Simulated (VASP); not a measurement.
# TePb in VASP: further runs

TePb is run at these levels: PBE; tasks: single point.

Everything below comes from runs of VASP 6.6.1. Logs are shortened: lines on timing, memory, paths and dates and some standing lists are left out, and cuts for length are marked.

## (1) The cell of the first run

Symmetry: Fm-3m, No. 225, cubic system. The conventional cell has a = 6.536 Å, b = 6.536 Å, c = 6.536 Å, α = 90.00°, β = 90.00°, γ = 90.00°. Pb (site symmetry m-3m) has 6 Te at 3.27 Å within 4.3 Å. Te (site symmetry m-3m) has 6 Pb at 3.27 Å within 4.3 Å.

## (2) Single point, PBE

File INCAR:

```
  ALGO = Normal
  EDIFF = 1E-6
  ENCUT = 520
  GGA = PE
  ISIF = 2
  ISMEAR = 0
  LASPH = True
  LCHARG = True
  LELF = True
  LREAL = False
  LVHAR = True
  LWAVE = False
  NBANDS = 17
  NELM = 80
  PREC = Accurate
  SIGMA = 0.01
```

File KPOINTS:

```
k-points
0
Gamma
  4 4 4
```

File POSCAR:

```
TePb
1.0
    0.0000000000      3.2678368488      3.2678368488
    3.2678368488      0.0000000000      3.2678368488
    3.2678368488      3.2678368488      0.0000000000
Pb Te
1 1
Direct
    0.0000000000      0.0000000000      0.0000000000
    0.5000000000      0.5000000000      0.5000000000
```

Potentials or basis: VASP PAW PBE potentials, release 64 (Pb_d, Te).

Started as:

```
> cat potpaw_PBE.64/Pb_d/POTCAR potpaw_PBE.64/Te/POTCAR > POTCAR
> mpirun -np 1 vasp_std > vasp.out
```

OUTCAR:

```text
EDIFF = 1E-6
   ENCUT = 520
   GGA = PE
   ISIF = 2
   ISMEAR = 0
   LASPH = True
   LREAL = False
   NELM = 80
   PREC = Accurate

 ion  position               nearest neighbor table
   1  0.000  0.000  0.000-   2 3.27   2 3.27   2 3.27   2 3.27   2 3.27   2 3.27
   2  0.500  0.500  0.500-   1 3.27   1 3.27   1 3.27   1 3.27   1 3.27   1 3.27

  LATTYP: Found a face centered cubic cell.
 ALAT       =     6.5356736976

  Lattice vectors:

 A1 = (   0.0000000000,   3.2678368488,   3.2678368488)
 A2 = (   3.2678368488,   0.0000000000,   3.2678368488)
 A3 = (   3.2678368488,   3.2678368488,   0.0000000000)

Analysis of symmetry for initial positions (statically):
=====================================================================
 Subroutine PRICEL returns:
 Original cell was already a primitive cell.

 Routine SETGRP: Setting up the symmetry group for a
 face centered cubic supercell.

 Subroutine GETGRP returns: Found 48 space group operations
 (whereof 48 operations were pure point group operations)
 out of a pool of 48 trial point group operations.

The static configuration has the point symmetry O_h .

Analysis of symmetry for dynamics (positions and initial velocities):
=====================================================================
 Subroutine PRICEL returns:
 Original cell was already a primitive cell.

 Routine SETGRP: Setting up the symmetry group for a
 face centered cubic supercell.

 Subroutine GETGRP returns: Found 48 space group operations
 (whereof 48 operations were pure point group operations)
 out of a pool of 48 trial point group operations.

The dynamic configuration has the point symmetry O_h .

 Subroutine INISYM returns: Found 48 space group operations
 (whereof 48 operations are pure point group operations),
 and found     1 'primitive' translations

----------------------------------------------------------------------------------------

                                     Primitive cell

  volume of cell :      69.7929

  direct lattice vectors                    reciprocal lattice vectors
     0.000000000  3.267836849  3.267836849    -0.153006415  0.153006415  0.153006415
     3.267836849  0.000000000  3.267836849     0.153006415 -0.153006415  0.153006415
     3.267836849  3.267836849  0.000000000     0.153006415  0.153006415 -0.153006415

  length of vectors
     4.621419191  4.621419191  4.621419191     0.265014884  0.265014884  0.265014884

  position of ions in fractional coordinates (direct lattice)
     0.000000000  0.000000000  0.000000000
     0.500000000  0.500000000  0.500000000

  ion indices of the primitive-cell ions
   primitive index   ion index
                 1           1
                 2           2

----------------------------------------------------------------------------------------

 KPOINTS: k-points

Automatic generation of k-mesh.
 Grid dimensions read from file:
 generate k-points for:    4    4    4

 Generating k-lattice:

  Cartesian coordinates                     Fractional coordinates (reciprocal lattice)
    -0.038251604  0.038251604  0.038251604     0.250000000  0.000000000  0.000000000
     0.038251604 -0.038251604  0.038251604     0.000000000  0.250000000  0.000000000
     0.038251604  0.038251604 -0.038251604     0.000000000  0.000000000  0.250000000

  Length of vectors
     0.066253721  0.066253721  0.066253721

  Shift w.r.t. Gamma in fractional coordinates (k-lattice)
     0.000000000  0.000000000  0.000000000

 Subroutine IBZKPT returns following result:
 ===========================================

 Found      8 irreducible k-points:

 Following reciprocal coordinates:
            Coordinates               Weight
  0.000000  0.000000  0.000000      1.000000
  0.250000  0.000000  0.000000      8.000000
  0.500000  0.000000  0.000000      4.000000
  0.250000  0.250000  0.000000      6.000000
  0.500000  0.250000  0.000000     24.000000
 -0.250000  0.250000  0.000000     12.000000
  0.500000  0.500000  0.000000      3.000000
 -0.250000  0.500000  0.250000      6.000000
   k-points           NKPTS =      8   k-points in BZ     NKDIM =      8   number of bands    NBANDS=     17
   number of dos      NEDOS =    301   number of ions     NIONS =      2
   total plane-waves  NPLWV =  46656
   dimension x,y,z NGX =    36 NGY =   36 NGZ =   36
   dimension x,y,z NGXF=    72 NGYF=   72 NGZF=   72
   ions per type =               1   1
   NGX,Y,Z   is equivalent  to a cutoff of  12.95, 12.95, 12.95 a.u.
   NGXF,Y,Z  is equivalent  to a cutoff of  25.90, 25.90, 25.90 a.u.
 SYSTEM =  unknown system
   PREC   = accura    normal or accurate (medium, high low for compatibility)
   ISTART =      0    job   : 0-new  1-cont  2-samecut
   ICHARG =      2    charge: 1-file 2-atom 10-const
   ISPIN  =      1    spin polarized calculation?
   LNONCOLLINEAR =      F non collinear calculations
   LSORBIT =      F    spin-orbit coupling
   LASPH  =      T    aspherical Exc in radial PAW
   ENCUT  =  520.0 eV  38.22 Ry    6.18 a.u.   8.59  8.59  8.59*2*pi/ulx,y,z
   NELM   =     80;   NELMIN=  2; NELMDL= -5     # of ELM steps
   EDIFF  = 0.1E-05   stopping-criterion for ELM
   LREAL  =      F    real-space projection
   EDIFFG = 0.1E-04   stopping-criterion for IOM
   NSW    =      0    number of steps for IOM
   IBRION =     -1    ionic relax: 0-MD 1-quasi-New 2-CG
   NFREE  =      0    steps in history (QN), initial steepest desc. (CG)
   ISIF   =      2    stress and relaxation
   ISYM   =      2    0-nonsym 1-usesym 2-fastsym
   POTIM  = 0.5000    time-step for ionic-motion
   TEBEG  =    0.0;   TEEND  =   0.0 temperature during run
   PSTRESS=    0.0 pullay stress
   NELECT =      20.0000    total number of electrons
   NUPDOWN=      -1.0000    fix difference up-down
   EMIN   =  10.00;   EMAX   =-10.00  energy-range for DOS
   EFERMI =   0.00;   METHOD = LEGACY
   ISMEAR =     0;   SIGMA  =   0.01  broadening in eV -4-tet -1-fermi 0-gaus
   EFERMI_NEDOS =   21; number of points for ismear=-14 and -15
   IALGO  =     38    algorithm
   IMIX   =      4    mixing-type and parameters
     AMIX     =   0.40;   BMIX     =  1.00
     AMIX_MAG =   1.60;   BMIX_MAG =  1.00
  volume/ion in A,a.u.               =      34.90       235.49
  Fermi-wavevector in a.u.,A,eV,Ry     =   1.079314  2.039608 15.849680  1.164919
  Thomas-Fermi vector in A             =   2.215276
   LORBIT       =      0    0 simple, 1 ext, 2 COOP (PROOUT), +10 PAW based schemes
   GGA     = PE    functional components
   LHFCALC =     F    Hartree Fock is set to
   AEXX    =    0.0000 exact exchange contribution
   IVDW    =     0    specifies the selected vdW correction
   LEPSILON=     F    determine dielectric tensor
   LRPA    =     F    only Hartree local field effects (RPA)
 non-spin polarized calculation
 Gauss-broadening in eV      SIGMA  =   0.01
  energy-cutoff  :      520.00
  volume of cell :       69.79
 maximum number of plane-waves:      1893
 NGX is ok and might be reduce to    36
   NGX = 17   NGY = 17   NGZ = 17

 number of electron      20.0000002 magnetization

 Free energy of the ion-electron system (eV)
  ---------------------------------------------------
  ext. energy  EPLUGINS =         0.00000000
  ---------------------------------------------------
  free energy    TOTEN  =        -7.51353181 eV

  energy without entropy =       -7.51353181  energy(sigma->0) =       -7.51353181

 E-fermi :   5.2852     XC(G=0):  -9.1513

 val. band max:        5.1837099988   @ k =   0.5000   0.0000   0.0000
 cond. band min:       5.9868525405   @ k =   0.5000   0.0000   0.0000
 fundamental gap:      0.8031425417
 Fermi energy:         5.2852094090

 k-point     1 :       0.0000    0.0000    0.0000
  band No.  band energies     occupation
      1     -11.4846      2.00000
      2     -11.4846      2.00000
      3     -11.4777      2.00000
      4     -11.4777      2.00000
      5     -11.4777      2.00000
      6      -6.5522      2.00000
      7      -0.4920      2.00000
      8       3.9718      2.00000
      9       3.9718      2.00000
     10       3.9718      2.00000
     11       9.2277      0.00000
     12       9.2277      0.00000
     13       9.2277      0.00000
     14      11.0641      0.00000
     15      11.0641      0.00000
     16      11.0641      0.00000
     17      12.6569      0.00000

 k-point     2 :       0.2500    0.0000    0.0000
  band No.  band energies     occupation
      1     -11.4906      2.00000
      2     -11.4906      2.00000
      3     -11.4764      2.00000
      4     -11.4704      2.00000
      5     -11.4704      2.00000
      6      -6.0590      2.00000
      7      -1.7720      2.00000
      8       4.1282      2.00000
      9       4.1282      2.00000
     10       4.5779      2.00000
     11       7.3295      0.00000
     12       7.6768      0.00000
     13       7.6768      0.00000
     14      11.2067      0.00000
     15      12.1281      0.00000
     16      12.1281      0.00000
     17      15.3360      0.00000

 k-point     3 :       0.5000    0.0000    0.0000
  band No.  band energies     occupation
      1     -11.4972      2.00000
      2     -11.4972      2.00000
      3     -11.4753      2.00000
      4     -11.4625      2.00000
      5     -11.4625      2.00000
      6      -5.2046      2.00000
      7      -3.2248      2.00000
      8       4.4075      2.00000
      9       4.4075      2.00000
     10       5.1837      2.00000
     11       5.9869      0.00000
     12       6.5432      0.00000
     13       6.5432      0.00000
     14      13.5381      0.00000
     15      14.3539      0.00000
     16      14.4426      0.00000
     17      14.4426      0.00000

 k-point     4 :       0.2500    0.2500    0.0000
  band No.  band energies     occupation
      1     -11.5059      2.00000
      2     -11.4818      2.00000
      3     -11.4798      2.00000
      4     -11.4668      2.00000
      5     -11.4668      2.00000
      6      -5.9072      2.00000
      7      -1.6350      2.00000
      8       3.2015      2.00000
      9       3.2015      2.00000
     10       3.9025      2.00000
     11       7.7461      0.00000
     12       9.3779      0.00000
     13       9.6346      0.00000
     14       9.6346      0.00000
     15      13.5537      0.00000
     16      13.6161      0.00000
     17      13.6210      0.00000

 k-point     5 :       0.5000    0.2500    0.0000
  band No.  band energies     occupation
      1     -11.5155      2.00000
      2     -11.4854      2.00000
      3     -11.4776      2.00000
      4     -11.4632      2.00000
      5     -11.4596      2.00000
      6      -5.1193      2.00000
      7      -2.6906      2.00000
      8       2.2055      2.00000
      9       3.2288      2.00000
     10       3.4330      2.00000
     11       8.3536      0.00000
     12       8.5987      0.00000
     13       9.6215      0.00000
     14      10.4554      0.00000
     15      14.3149      0.00000
     16      14.8563      0.00000
     17      15.5959      0.00000

 k-point     6 :      -0.2500    0.2500    0.0000
  band No.  band energies     occupation
      1     -11.5006      2.00000
      2     -11.4934      2.00000
      3     -11.4718      2.00000
      4     -11.4669      2.00000
      5     -11.4660      2.00000
      6      -5.3737      2.00000
      7      -2.6161      2.00000
      8       2.3068      2.00000
      9       4.2300      2.00000
     10       4.6263      2.00000
     11       6.8709      0.00000
     12       7.0182      0.00000
     13       9.8196      0.00000
     14      12.0367      0.00000
     15      12.4866      0.00000
     16      13.7489      0.00000
     17      14.5319      0.00000

 k-point     7 :       0.5000    0.5000    0.0000
  band No.  band energies     occupation
      1     -11.5360      2.00000
      2     -11.4861      2.00000
      3     -11.4749      2.00000
      4     -11.4552      2.00000
      5     -11.4552      2.00000
      6      -4.9897      2.00000
      7      -2.0553      2.00000
      8       0.9561      2.00000
      9       2.5842      2.00000
     10       2.5842      2.00000
     11       8.6256      0.00000
     12      10.5422      0.00000
     13      10.5422      0.00000
     14      11.7033      0.00000
     15      15.2151      0.00000
     16      15.9074      0.00000
     17      16.1647      0.00000

 k-point     8 :      -0.2500    0.5000    0.2500
  band No.  band energies     occupation
      1     -11.5208      2.00000
      2     -11.4857      2.00000
      3     -11.4711      2.00000
      4     -11.4711      2.00000
      5     -11.4552      2.00000
      6      -4.8420      2.00000
      7      -2.6781      2.00000
      8       1.6412      2.00000
      9       1.6412      2.00000
     10       4.8844      2.00000
     11       6.8960      0.00000
     12      10.3979      0.00000
     13      10.3979      0.00000
     14      11.9613      0.00000
     15      11.9613      0.00000
     16      16.0912      0.00000
     17      16.1541      0.00000

------------------------ aborting loop because EDIFF is reached ----------------------------------------

  FORCE on cell =-STRESS in cart. coord.  units (eV):
  Direction    XX          YY          ZZ          XY          YZ          ZX
  --------------------------------------------------------------------------------------
  -------------------------------------------------------------------------------------
  Total        0.2431817      0.2431817      0.2431817      0.0000000      0.0000000      0.0000000
  in kB        5.5825212      5.5825212      5.5825212      0.0000000      0.0000000      0.0000000
  external PRESSURE =       5.5825212 kB  Pullay stress =       0.0000000 kB

 VOLUME and BASIS-vectors are now :
 -----------------------------------------------------------------------------
  energy-cutoff  :      520.00
  volume of cell :       69.79
      direct lattice vectors                 reciprocal lattice vectors
     0.000000000  3.267836849  3.267836849    -0.153006415  0.153006415  0.153006415
     3.267836849  0.000000000  3.267836849     0.153006415 -0.153006415  0.153006415
     3.267836849  3.267836849  0.000000000     0.153006415  0.153006415 -0.153006415

 POSITION                                       TOTAL-FORCE (eV/Angst)
 -----------------------------------------------------------------------------------
      0.00000      0.00000      0.00000         0.000000     -0.000000     -0.000000
      3.26784      3.26784      3.26784        -0.000000      0.000000      0.000000
 -----------------------------------------------------------------------------------
    total drift:                               -0.000000      0.000000      0.000000

  FREE ENERGIE OF THE ION-ELECTRON SYSTEM (eV)
  ---------------------------------------------------
  free  energy   TOTEN  =        -7.5135318136 eV

  energy  without entropy=       -7.5135318136  energy(sigma->0) =       -7.51353181
```

Run time: 12 s. Hardware: 1 thread of Intel Xeon Platinum 8259CL at 2.50GHz (Skylake/Cascade Lake), shared host; peak memory 0.2 GiB.

Results:

| Quantity | Value |
| --- | --- |
| Free energy | -7.5135 eV |
| Pressure | 0.6 GPa |
| Band gap on the k mesh | 0.80 eV, direct |

Levels at points of the mesh, in eV from the valence-band top:
```
           k point  band 6  band 7  band 8  band 9  band 10  band 11  band 12  band 13  band 14  band 15
(0.00, 0.00, 0.00)  -11.74   -5.68   -1.21   -1.21    -1.21     4.04     4.04     4.04     5.88     5.88
(0.50, 0.00, 0.00)  -10.39   -8.41   -0.78   -0.78     0.00     0.80     1.36     1.36     8.35     9.17
(0.50, 0.50, 0.00)  -10.17   -7.24   -4.23   -2.60    -2.60     3.44     5.36     5.36     6.52    10.03
```

Caveat: spin-orbit coupling is left out, which moves the levels of the heavy elements. A k mesh can miss the band edges.

[end of part 1 of 2]
